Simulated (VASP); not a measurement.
Set up this calculation in VASP 6.6.1, as the native input.

| Item | Value |
| --- | --- |
| Task | single point |
| Functional | PBEsol |
| Potentials or basis | VASP PAW PBE potentials, release 64 (Ti_sv) |
| Cutoff | 520 eV |
| k mesh | 26 × 26 × 26 |
| Occupations | gaussian, width 0.15 eV |
| Spin | no spin polarisation |
| Dipole correction | no |
| Further INCAR settings | ALGO = Fast; EDIFF = 1e-06; NBANDS = 12 |

The structure of Ti lies in POSCAR:

```
Ti
1.0
    0.0000000000      2.0786191803      2.0279211515
    2.0786191803      0.0000000000      2.0279211515
    2.0786191803      2.0786191803      0.0000000000
Ti
1
Direct
    0.0000000000      0.0000000000      0.0000000000
```

This cell differs from its parent crystal: strain +0.025 along x and y, +0.000 along z.

The input as run:

INCAR

```
PREC = Accurate ; ENCUT = 520
EDIFF = 1E-6 ; ISMEAR = 0
SIGMA = 0.15 ; LREAL = F
LASPH = T ; NELM = 60
ALGO = Fast ; ISIF = 2
LWAVE = F ; LCHARG = F
GGA = PS ; NBANDS = 12
```

KPOINTS

```
Automatic mesh
0
Gamma
  26 26 26
```

Potentials or basis: VASP PAW PBE potentials, release 64 (Ti_sv).

The run is started by

```bash
$ cat potpaw_PBE.64/Ti_sv/POTCAR > POTCAR
$ mpirun -np 1 vasp_std > vasp.out
```

It gave:

```json
{
 "Pressure": "-5.4 GPa",
 "Band gap on the k mesh": "zero (band 6 reaches 8.84 eV, above the bottom of band 7 at 7.48 eV)"
}
```

Caveat: the cell differs from its parent crystal (strain +0.025 along x and y, +0.000 along z); the PAW data sets were made with another functional, which shifts forces and pressure a little.

Run time: 2.3 min on 1 thread of Intel(R) Xeon(R) 6975P-C (Granite Rapids), on a shared host, peak memory 0.37 GiB.
